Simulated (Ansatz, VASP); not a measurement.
## Two plane-wave programs on Sb

```
CELL_PARAMETERS angstrom
-1.87916 1.87916 1.87916
1.87916 -1.87916 1.87916
1.87916 1.87916 -1.87916
ATOMIC_POSITIONS crystal
Sb 0.00000 0.00000 0.00000
```

Alike in both runs: task single point; functional LDA; k mesh 13 × 13 × 13; occupations fermi-dirac, width 0.1 eV; no spin polarisation.

|  | VASP | Ansatz |
| --- | --- | --- |
| version | VASP 6.6.1 | Ansatz 0.2.0 |
| potentials or method | VASP PAW LDA potentials, release 64 (Sb), cutoff 520 eV | plane waves (420 eV) with PAW, scalar-relativistic |
| valence electrons in the cell | 5 | 15 |

VASP gave:

```
pressure (GPa) : -2.6
```

Problem. What did Ansatz give for the same quantities?

Solution. Pressure (GPa): -2.7.

Ansatz warns that its potentials were made for another functional, while VASP's fit it. LDA's correlation is that of Perdew and Zunger in VASP and of Perdew and Wang (1992) in Ansatz. VASP's potentials hold 5 valence electrons a cell and Ansatz's 15, so a difference there can come from the potentials and not from the codes.

Spin-orbit coupling is off throughout.
